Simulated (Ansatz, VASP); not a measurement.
# Ge in VASP and in Ansatz

```
Ge
1.0
     0.00000    2.92778    2.82877
     2.82877    0.00000    2.82877
     2.82877    2.92778    0.00000
Ge
2
Direct
  0.50000 0.50000 0.50000
  0.75000 0.75000 0.75000
```

Change from the starting cell: strain +0.0350 x Voigt [0, 1, 0, 0, 0, 0], atoms carried along.

Alike in both runs: task single point; functional LDA; k mesh 14 × 14 × 14; occupations gaussian, width 0.15 eV; no spin polarisation.

```csv
,VASP,Ansatz
version,VASP 6.6.1,Ansatz 0.2.0
potentials or method,"VASP PAW LDA potentials, release 64 (Ge_d), cutoff 520 eV","scalar-relativistic, plane waves, PAW"
valence electrons in the cell,28,28
```

|  | VASP | Ansatz | Ansatz less VASP |
| --- | --- | --- | --- |
| gap on the k mesh at the Fermi level (eV) | none | none | - |
| pressure (GPa) | -3.2 | -3.3 | -0.13 |
| traceless stress, the component that is largest in VASP (GPa) | -1.69 | -1.68 | +0.006 |

LDA's correlation is that of Perdew and Zunger in VASP and of Perdew and Wang (1992) in Ansatz. A gap of «none» marks a metal or a gap that the smearing closes.
